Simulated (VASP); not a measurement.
Here is a VASP 6.6.1 calculation.

POSCAR

```
BAs
1.0
    0.0000000000      2.4397049562      2.4397049562
    2.4397049562      0.0000000000      2.4397049562
    2.4397049562      2.4397049562      0.0000000000
B As
1 1
Direct
    0.0000000000      0.0000000000      0.0000000000
    0.2500000000      0.2500000000      0.2500000000
```

File INCAR.step1:

```
SYSTEM = BAs
PREC = Accurate ; ENCUT = 520
ISMEAR = -1 ; SIGMA = 0.02
LREAL = .False. ; LASPH = .True.
NELM = 150 ; LNONCOLLINEAR = .True.
MAGMOM = 0 0 0 0 0 0 ; LSORBIT = .True.
GGA_COMPAT = .False. ; NBANDS = 20
GGA = PE ; ALGO = Normal
EDIFF = 1E-4 ; LWAVE = .True.
LCHARG = .False.
```

The input INCAR.step2:

```
SYSTEM = BAs
PREC = Accurate ; ENCUT = 520
EDIFF = 1E-7 ; ISMEAR = -1
SIGMA = 0.02 ; LREAL = .False.
LASPH = .True. ; NELM = 150
ALGO = Normal ; ISIF = 2
LWAVE = .False. ; LCHARG = .True.
LNONCOLLINEAR = .True. ; MAGMOM = 0 0 0 0 0 0
LORBIT = 11 ; LSORBIT = .True.
GGA_COMPAT = .False. ; LORBMOM = .True.
METAGGA = R2SCAN ; LMIXTAU = .True.
LVHAR = .True. ; NBANDS = 20
ISTART = 1
```

Contents of KPOINTS:

```
regular mesh
0
Gamma
  10 10 10
  0 0 0
```

Potentials or basis: VASP PAW PBE potentials, release 64 (B, As).

Launch:

```sh
$ cat potpaw_PBE.64/B/POTCAR potpaw_PBE.64/As/POTCAR > POTCAR
$ cp INCAR.step1 INCAR
$ mpirun -np 1 vasp_ncl > vasp.out
$ cp INCAR.step2 INCAR
$ mpirun -np 1 vasp_ncl > vasp.out
```

Q: What does it give for the pressure?

A: -7.3 GPa.

Q: What does it give for the net moment?

A: 0.00 μB per cell.

Moments on the atoms (μB; x, y, z):
```
B   0.00 0.00 0.00
As  0.00 0.00 0.00
```

Caveat: the cell differs from its parent crystal (strain +2.0%); the cell stands under tension; the PAW data sets were made with another functional, which shifts forces and pressure a little.
